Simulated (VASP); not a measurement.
# TiH (P-6m2) in VASP: further runs

Runs on TiH. Level: r2SCAN. Tasks: single point.

Everything below comes from runs of VASP 6.6.1. Logs are shortened: lines on timing, memory, paths and dates and some standing lists are left out, and cuts for length are marked.

## 1. The cell of the first run

It takes space group P-6m2 (No. 187, hexagonal). Conventional cell: a = 2.817 Å, b = 2.817 Å, c = 2.747 Å, α = 90.00°, β = 90.00°, γ = 120.00°. Ti (site symmetry -6m2) has 6 H at 2.13 Å and 8 Ti at 2.75 to 2.82 Å within 2.9 Å. Within 2.9 Å of H (site symmetry -6m2) lie 6 Ti at 2.13 Å and 8 H at 2.75 to 2.82 Å.

## 2. Single point, r2SCAN

File POSCAR:

```
TiH
1.0
    2.8167896112      0.0000000000      0.0000000000
   -1.4083948056      2.4394113605      0.0000000000
    0.0000000000      0.0000000000      2.7473517893
Ti H
1 1
Direct
    0.0000000000      0.0000000000      0.0000000000
    0.6666666667      0.3333333333      0.5000000000
```

File INCAR.step1:

```
PREC = Accurate
ENCUT = 520
ISMEAR = 0
SIGMA = 0.1
LREAL = F
LASPH = T
NELM = 60
NBANDS = 14
GGA = PE
ALGO = Normal
EDIFF = 1E-4
LWAVE = T
LCHARG = F
```

File INCAR.step2:

```
PREC = Accurate
ENCUT = 520
EDIFF = 1E-7
ISMEAR = 0
SIGMA = 0.1
LREAL = F
LASPH = T
NELM = 60
ALGO = Normal
ISIF = 2
LWAVE = F
LCHARG = T
METAGGA = R2SCAN
LMIXTAU = T
LELF = T
LVHAR = T
NBANDS = 14
ISTART = 1
```

File KPOINTS:

```
regular mesh
0
Gamma
  6 6 6
```

Potentials or basis: VASP PAW PBE potentials, release 64 (Ti_sv, H).

On the command line:

```
cat potpaw_PBE.64/Ti_sv/POTCAR potpaw_PBE.64/H/POTCAR > POTCAR
cp INCAR.step1 INCAR
mpirun -np 1 vasp_std > vasp.out
cp INCAR.step2 INCAR
mpirun -np 1 vasp_std > vasp.out
```

OUTCAR:

```text
PREC = Accurate
   ENCUT = 520
   EDIFF = 1E-7
   ISMEAR = 0
   LREAL = F
   LASPH = T
   NELM = 60
   ISIF = 2
   METAGGA = R2SCAN
   ISTART = 1

 ion  position               nearest neighbor table
   1  0.000  0.000  0.000-
   2  0.667  0.333  0.500-

  LATTYP: Found a hexagonal cell.
 ALAT       =     2.8167896112
 C/A-ratio  =     0.9753485949

  Lattice vectors:

 A1 = (   2.8167896112,   0.0000000000,   0.0000000000)
 A2 = (  -1.4083948056,   2.4394113605,   0.0000000000)
 A3 = (   0.0000000000,   0.0000000000,   2.7473517893)

Analysis of symmetry for initial positions (statically):
=====================================================================
 Subroutine PRICEL returns:
 Original cell was already a primitive cell.

 Routine SETGRP: Setting up the symmetry group for a
 hexagonal supercell.

 Subroutine GETGRP returns: Found 12 space group operations
 (whereof 12 operations were pure point group operations)
 out of a pool of 24 trial point group operations.

The static configuration has the point symmetry D_3h.

Analysis of symmetry for dynamics (positions and initial velocities):
=====================================================================
 Subroutine PRICEL returns:
 Original cell was already a primitive cell.

 Routine SETGRP: Setting up the symmetry group for a
 hexagonal supercell.

 Subroutine GETGRP returns: Found 12 space group operations
 (whereof 12 operations were pure point group operations)
 out of a pool of 24 trial point group operations.

The dynamic configuration has the point symmetry D_3h.

 Subroutine INISYM returns: Found 12 space group operations
 (whereof 12 operations are pure point group operations),
 and found     1 'primitive' translations

----------------------------------------------------------------------------------------

                                     Primitive cell

  volume of cell :      18.8779

  direct lattice vectors                    reciprocal lattice vectors
     2.816789611  0.000000000  0.000000000     0.355014090  0.204967480  0.000000000
    -1.408394806  2.439411360  0.000000000     0.000000000  0.409934961  0.000000000
     0.000000000  0.000000000  2.747351789     0.000000000  0.000000000  0.363986878

  length of vectors
     2.816789611  2.816789611  2.747351789     0.409934961  0.409934961  0.363986878

  position of ions in fractional coordinates (direct lattice)
     0.000000000  0.000000000  0.000000000
     0.666666667  0.333333333  0.500000000

  ion indices of the primitive-cell ions
   primitive index   ion index
                 1           1
                 2           2

----------------------------------------------------------------------------------------

 KPOINTS: regular mesh

Automatic generation of k-mesh.
 Grid dimensions read from file:
 generate k-points for:    6    6    6

 Generating k-lattice:

  Cartesian coordinates                     Fractional coordinates (reciprocal lattice)
     0.059169015  0.034161247  0.000000000     0.166666667 -0.000000000  0.000000000
     0.000000000  0.068322493  0.000000000     0.000000000  0.166666667  0.000000000
     0.000000000  0.000000000  0.060664480     0.000000000  0.000000000  0.166666667

  Length of vectors
     0.068322493  0.068322493  0.060664480

  Shift w.r.t. Gamma in fractional coordinates (k-lattice)
     0.000000000  0.000000000  0.000000000

 Subroutine IBZKPT returns following result:
 ===========================================

 Found     28 irreducible k-points:

 Following reciprocal coordinates:
            Coordinates               Weight
  0.000000  0.000000  0.000000      1.000000
  0.166667 -0.000000  0.000000      6.000000
  0.333333 -0.000000  0.000000      6.000000
  0.500000 -0.000000  0.000000      3.000000
  0.166667  0.166667  0.000000      6.000000
  0.333333  0.166667  0.000000     12.000000
[... 16 lines left out ...]
  0.166667 -0.000000  0.500000      6.000000
  0.333333 -0.000000  0.500000      6.000000
 [... further k-points ...]
   k-points           NKPTS =     28   k-points in BZ     NKDIM =     28   number of bands    NBANDS=     14
   number of dos      NEDOS =    301   number of ions     NIONS =      2
   total plane-waves  NPLWV =  11520
   dimension x,y,z NGX =    24 NGY =   24 NGZ =   20
   dimension x,y,z NGXF=    48 NGYF=   48 NGZF=   40
   ions per type =               1   1
   NGX,Y,Z   is equivalent  to a cutoff of  14.16, 14.16, 12.10 a.u.
   NGXF,Y,Z  is equivalent  to a cutoff of  28.33, 28.33, 24.20 a.u.
 SYSTEM =  unknown system
   PREC   = accura    normal or accurate (medium, high low for compatibility)
   ISTART =      1    job   : 0-new  1-cont  2-samecut
   ICHARG =      0    charge: 1-file 2-atom 10-const
   ISPIN  =      1    spin polarized calculation?
   LNONCOLLINEAR =      F non collinear calculations
   LSORBIT =      F    spin-orbit coupling
   LASPH  =      T    aspherical Exc in radial PAW
   ENCUT  =  520.0 eV  38.22 Ry    6.18 a.u.   5.24  5.24  5.11*2*pi/ulx,y,z
   NELM   =     60;   NELMIN=  2; NELMDL=  0     # of ELM steps
   EDIFF  = 0.1E-06   stopping-criterion for ELM
   LREAL  =      F    real-space projection
   EDIFFG = 0.1E-05   stopping-criterion for IOM
   NSW    =      0    number of steps for IOM
   IBRION =     -1    ionic relax: 0-MD 1-quasi-New 2-CG
   NFREE  =      0    steps in history (QN), initial steepest desc. (CG)
   ISIF   =      2    stress and relaxation
   ISYM   =      2    0-nonsym 1-usesym 2-fastsym
   POTIM  = 0.5000    time-step for ionic-motion
   TEBEG  =    0.0;   TEEND  =   0.0 temperature during run
   PSTRESS=    0.0 pullay stress
   NELECT =      13.0000    total number of electrons
   NUPDOWN=      -1.0000    fix difference up-down
   EMIN   =  10.00;   EMAX   =-10.00  energy-range for DOS
   EFERMI =   0.00;   METHOD = LEGACY
   ISMEAR =     0;   SIGMA  =   0.10  broadening in eV -4-tet -1-fermi 0-gaus
   EFERMI_NEDOS =   21; number of points for ismear=-14 and -15
   IALGO  =     38    algorithm
   IMIX   =      4    mixing-type and parameters
     AMIX     =   0.40;   BMIX     =  1.00
     AMIX_MAG =   1.60;   BMIX_MAG =  1.00
  volume/ion in A,a.u.               =       9.44        63.70
  Fermi-wavevector in a.u.,A,eV,Ry     =   1.445677  2.731934 28.435945  2.089983
  Thomas-Fermi vector in A             =   2.563832
   LORBIT       =      0    0 simple, 1 ext, 2 COOP (PROOUT), +10 PAW based schemes
   METAGGA = R2SCAN    functional components
   LHFCALC =     F    Hartree Fock is set to
   AEXX    =    0.0000 exact exchange contribution
   IVDW    =     0    specifies the selected vdW correction
   LEPSILON=     F    determine dielectric tensor
   LRPA    =     F    only Hartree local field effects (RPA)
 non-spin polarized calculation
 Gauss-broadening in eV      SIGMA  =   0.10
  energy-cutoff  :      520.00
  volume of cell :       18.88
 maximum number of plane-waves:       516
 NGX is ok and might be reduce to    24
   NGX = 11   NGY = 11   NGZ = 11

 number of electron      13.0000006 magnetization

 Free energy of the ion-electron system (eV)
  ---------------------------------------------------
  ext. energy  EPLUGINS =         0.00000000
  ---------------------------------------------------
  free energy    TOTEN  =       -16.69360839 eV

  energy without entropy =      -16.68432029  energy(sigma->0) =      -16.68896434

 E-fermi :   8.4982     XC(G=0): -12.5669

 val. band max:        8.4818170355   @ k =   0.3333   0.3333   0.1667
 cond. band min:       8.5915926126   @ k =   0.1667  -0.0000   0.1667
 fundamental gap:      0.1097755770
 Fermi energy:         8.4981963270

 k-point     1 :       0.0000    0.0000    0.0000
  band No.  band energies     occupation
      1     -50.4618      2.00000
      2     -25.3251      2.00000
      3     -25.3250      2.00000
      4     -25.2952      2.00000
      5      -1.4043      2.00000
      6       6.7852      2.00000
      7       9.3076      0.00000
      8       9.3076      0.00000
      9      12.4314      0.00000
     10      12.4314      0.00000
     11      17.7116      0.00000
     12      21.4610      0.00000
     13      26.2538      0.00000
     14      28.1427      0.00000

 k-point     2 :       0.1667   -0.0000    0.0000
  band No.  band energies     occupation
      1     -50.4291      2.00000
      2     -25.5238      2.00000
      3     -25.3681      2.00000
      4     -25.2731      2.00000
      5      -0.6803      2.00000
      6       7.1502      2.00000
      7       8.3638      1.94265
      8       9.9457      0.00000
      9      11.7528      0.00000
     10      12.3300      0.00000
     11      17.5348      0.00000
     12      22.9240      0.00000
     13      24.2160      0.00000
     14      25.0890      0.00000

 k-point     3 :       0.3333   -0.0000    0.0000
  band No.  band energies     occupation
      1     -50.3630      2.00000
      2     -25.9088      2.00000
      3     -25.4531      2.00000
      4     -25.2286      2.00000
      5       1.0555      2.00000
      6       6.8006      2.00000
      7       7.8178      2.00000
      8      10.7074      0.00000
      9      11.4990      0.00000
     10      12.1326      0.00000
     11      16.0067      0.00000
     12      21.9780      0.00000
     13      22.0714      0.00000
     14      26.0486      0.00000
[... 324 lines left out ...]
 k-point    23 :       0.1667   -0.0000    0.5000
  band No.  band energies     occupation
      1     -50.3416      2.00000
      2     -25.9512      2.00000
      3     -25.4537      2.00000
      4     -25.3118      2.00000
      5       2.0967      2.00000
      6       6.2828      2.00000
      7       9.3459      0.00000
      8      10.4312      0.00000
      9      10.6119      0.00000
     10      11.0366      0.00000
     11      14.7859      0.00000
     12      19.4838      0.00000
     13      26.7366      0.00000
     14      27.4486      0.00000

 k-point    24 :       0.3333   -0.0000    0.5000
  band No.  band energies     occupation
      1     -50.2790      2.00000
      2     -25.8666      2.00000
      3     -25.8093      2.00000
      4     -25.3926      2.00000
      5       2.1948      2.00000
      6       7.2028      2.00000
      7      10.1229      0.00000
      8      10.1304      0.00000
      9      10.8790      0.00000
     10      11.8224      0.00000
     11      14.5521      0.00000
     12      17.3363      0.00000
     13      24.2784      0.00000
     14      24.5704      0.00000

 [... further k-points ...]

------------------------ aborting loop because EDIFF is reached ----------------------------------------

  FORCE on cell =-STRESS in cart. coord.  units (eV):
  Direction    XX          YY          ZZ          XY          YZ          ZX
  --------------------------------------------------------------------------------------
  -------------------------------------------------------------------------------------
  Total        0.5923648      0.5923648     -1.2474873     -0.0000000      0.0000000      0.0000000
  in kB       50.2743114     50.2743114   -105.8748946     -0.0000000      0.0000000      0.0000000
  external PRESSURE =      -1.7754239 kB  Pullay stress =       0.0000000 kB

 VOLUME and BASIS-vectors are now :
 -----------------------------------------------------------------------------
  energy-cutoff  :      520.00
  volume of cell :       18.88
      direct lattice vectors                 reciprocal lattice vectors
     2.816789611  0.000000000  0.000000000     0.355014090  0.204967480  0.000000000
    -1.408394806  2.439411360  0.000000000     0.000000000  0.409934961  0.000000000
     0.000000000  0.000000000  2.747351789     0.000000000  0.000000000  0.363986878

 POSITION                                       TOTAL-FORCE (eV/Angst)
 -----------------------------------------------------------------------------------
      0.00000      0.00000      0.00000        -0.000000      0.000000      0.000000
      1.40839      0.81314      1.37368         0.000000     -0.000000      0.000000
 -----------------------------------------------------------------------------------
    total drift:                                0.000000     -0.000000     -0.000000

  FREE ENERGIE OF THE ION-ELECTRON SYSTEM (eV)
  ---------------------------------------------------
  free  energy   TOTEN  =       -16.6936083945 eV

  energy  without entropy=      -16.6843202914  energy(sigma->0) =      -16.68896434
```

Run time: 37 s. Hardware: 1 thread of AMD EPYC 9R14 (Zen 4), shared host; peak memory 0.11 GiB.

Results:

- Free energy: -16.6936 eV
- Pressure: -0.2 GPa
- Band gap on the k mesh: zero (an odd number of electrons rules out a gap without spin polarisation)

Levels at points of the mesh, in eV from the Fermi level:
| k point | band 4 | band 5 | band 6 | band 7 | band 8 | band 9 |
| --- | --- | --- | --- | --- | --- | --- |
| (0.00, 0.00, 0.00) | -33.79 | -9.90 | -1.71 | 0.81 | 0.81 | 3.93 |
| (0.50, 0.00, 0.00) | -33.70 | -6.29 | -2.14 | -0.94 | 1.78 | 3.54 |
| (0.00, 0.00, 0.50) | -33.77 | -6.42 | -3.11 | 1.33 | 1.33 | 2.38 |
| (0.50, 0.00, 0.50) | -33.93 | -6.21 | -1.53 | 1.40 | 1.96 | 4.17 |

Caveat: the k points lie up to 0.43 Å⁻¹ apart, too coarse for converged energies and pressures of a metal; the PAW data sets were made with another functional, which shifts forces and pressure a little.

## 3. Single point, r2SCAN

This run uses another cell than the first one, of 9.32 Å³/atom.

File POSCAR:

```
TiH
1.0
    2.8612633529      0.0000000000      0.0000000000
   -1.4306316764      2.4779267505      0.0000000000
    0.0000000000      0.0000000000      2.6277962652
Ti H
1 1
Direct
    0.0000000000      0.0000000000      0.0000000000
    0.6666666667      0.3333333333      0.5000000000
```

File INCAR.step1:

```
SYSTEM = TiH
PREC     = Accurate       ! precision mode
ENCUT    = 520            ! plane-wave cutoff, eV
ISMEAR   = 0              ! smearing method
SIGMA    = 0.1            ! smearing width, eV
LREAL    = .FALSE.        ! projectors in reciprocal space
LASPH    = .TRUE.         ! aspherical terms in the spheres
NELM     = 60             ! most SCF steps
NBANDS   = 14             ! bands
GGA      = PE             ! functional
ALGO     = Normal         ! electronic algorithm
EDIFF    = 1E-4           ! SCF threshold, eV
LWAVE    = .TRUE.         ! write WAVECAR
LCHARG   = .FALSE.        ! write CHGCAR
```

File INCAR.step2:

```
SYSTEM = TiH
PREC     = Accurate       ! precision mode
ENCUT    = 520            ! plane-wave cutoff, eV
EDIFF    = 1E-6           ! SCF threshold, eV
ISMEAR   = 0              ! smearing method
SIGMA    = 0.1            ! smearing width, eV
LREAL    = .FALSE.        ! projectors in reciprocal space
LASPH    = .TRUE.         ! aspherical terms in the spheres
NELM     = 60             ! most SCF steps
ALGO     = Normal         ! electronic algorithm
ISIF     = 2              ! what is computed and relaxed
LWAVE    = .FALSE.        ! write WAVECAR
LCHARG   = .FALSE.        ! write CHGCAR
METAGGA  = R2SCAN         ! meta-GGA
LMIXTAU  = .TRUE.       
NBANDS   = 14             ! bands
ISTART   = 1
```

File KPOINTS:

```
regular mesh
0
G
  24 24 20
  0 0 0
```

Potentials or basis: VASP PAW PBE potentials, release 64 (Ti_sv, H).

On the command line:

```
cat potpaw_PBE.64/Ti_sv/POTCAR potpaw_PBE.64/H/POTCAR > POTCAR
cp INCAR.step1 INCAR
mpirun -np 1 vasp_std > vasp.out
cp INCAR.step2 INCAR
mpirun -np 1 vasp_std > vasp.out
```

Run time: 9.1 min. Hardware: 1 thread of AMD EPYC 9R14 (Zen 4), shared host; peak memory 0.25 GiB.

The run converged. Its results:

- Free energy: -16.7285 eV
- Pressure: 0.5 GPa
- Band gap on the k mesh: zero (an odd number of electrons rules out a gap without spin polarisation)

Stress tensor (GPa, compression positive):
```
0.50 0.00 0.00
0.00 0.50 0.00
0.00 0.00 0.57
```

Levels at points of the mesh, in eV from the Fermi level:
| k point | band 2 | band 3 | band 4 | band 5 | band 6 | band 7 | band 8 | band 9 | band 10 | band 11 |
| --- | --- | --- | --- | --- | --- | --- | --- | --- | --- | --- |
| (0.00, 0.00, 0.00) | -34.06 | -34.06 | -33.87 | -10.18 | -1.94 | 0.52 | 0.52 | 3.86 | 3.86 | 8.57 |
| (0.50, 0.00, 0.00) | -34.74 | -34.21 | -33.80 | -6.77 | -2.46 | -1.35 | 2.07 | 3.52 | 3.67 | 6.48 |
| (0.00, 0.00, 0.50) | -34.86 | -33.97 | -33.97 | -6.32 | -3.01 | 1.23 | 1.23 | 1.79 | 1.79 | 6.93 |
| (0.50, 0.00, 0.50) | -34.70 | -34.58 | -34.11 | -6.51 | -1.46 | 0.83 | 1.86 | 3.87 | 4.48 | 4.73 |

Caveat: the PAW data sets were made with another functional, which shifts forces and pressure a little.

The gap in the log of VASP goes by the Fermi energy; the results here count the filled bands.